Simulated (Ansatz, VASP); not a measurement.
# BePtC3: VASP beside Ansatz

Contents of INCAR:

```
  PREC = Accurate
  ENCUT = 600
  EDIFF = 1E-7
  ISMEAR = 0
  SIGMA = 0.1
  LREAL = F
  LASPH = T
  NELM = 120
  ALGO = Normal
  ISIF = 3
  LWAVE = F
  LCHARG = F
  GGA = PE
  IBRION = 2
  NSW = 90
  EDIFFG = -0.04
  GGA_COMPAT = F
  NELMIN = 4
```

KPOINTS

```
regular mesh
0
Gamma
  4 4 4
```

The input POSCAR:

```
BePtC3
1.0
    3.9737205800      0.0000000000      0.0000000000
    0.0000000000      3.9737205800      0.0000000000
    0.0000000000      0.0000000000      3.9737205800
Be Pt C
1 1 3
Direct
    0.5000000000      0.5000000000      0.5000000000
    0.0000000000      0.0000000000      0.0000000000
    0.5000000000      0.0000000000      0.0000000000
    0.0000000000      0.5000000000      0.0000000000
    0.0000000000      0.0000000000      0.5000000000
```

Input for Ansatz:

```yaml
crystal:
  lattice:
    - [3.97372058, 0.0, 0.0]
    - [0.0, 3.97372058, 0.0]
    - [0.0, 0.0, 3.97372058]
  atoms:
    - { symbol: Be, position: [0.5, 0.5, 0.5] }
    - { symbol: Pt, position: [0.0, 0.0, 0.0] }
    - { symbol: C, position: [0.5, 0.0, 0.0] }
    - { symbol: C, position: [0.0, 0.5, 0.0] }
    - { symbol: C, position: [0.0, 0.0, 0.5] }
basis:
  ecutwfc: 420
kpoints:
  mp_grid: { grid: [4, 4, 4] }
hamiltonian:
  xc: pbe
scf:
  occupations: { method: gaussian, width: 0.1 }
  lower_state_search: "off"
output:
  forces: true
  stress: true
  eigenvalues: true
relax:
  adjacent_minimum: "off"
  f_tol: 0.04
  max_steps: 70
  cell: { stress_tol: 0.4 }
```

Alike in both runs: task relaxation of cell and atoms; functional PBE; k mesh 4 × 4 × 4; occupations gaussian, width 0.1 eV; no spin polarisation.

|  | VASP | Ansatz |
| --- | --- | --- |
| version | VASP 6.6.1 | Ansatz 0.2.0 |
| potentials or method | VASP PAW PBE potentials, release 64 (Be, Pt, C), cutoff 600 eV | scalar-relativistic, plane waves, PAW |
| valence electrons in the cell | 24 | 32 |

|  | VASP | Ansatz | Ansatz less VASP |
| --- | --- | --- | --- |
| gap on the k mesh at the Fermi level, each at its own relaxed structure (eV) | none | none | - |
| relaxed volume (Å³/atom) | 12.67 | 12.66 | -0.012 |
| relaxed cell length with the largest relative difference (Å) | 3.987 | 3.985 | -0.0013 |

A gap of «none» marks a metal or a gap that the smearing closes. VASP's potentials hold 24 valence electrons a cell and Ansatz's 32, so a difference there can come from the potentials and not from the codes.

The k mesh is coarse, so the values compare programs but aren't converged. Spin-orbit coupling is off throughout.
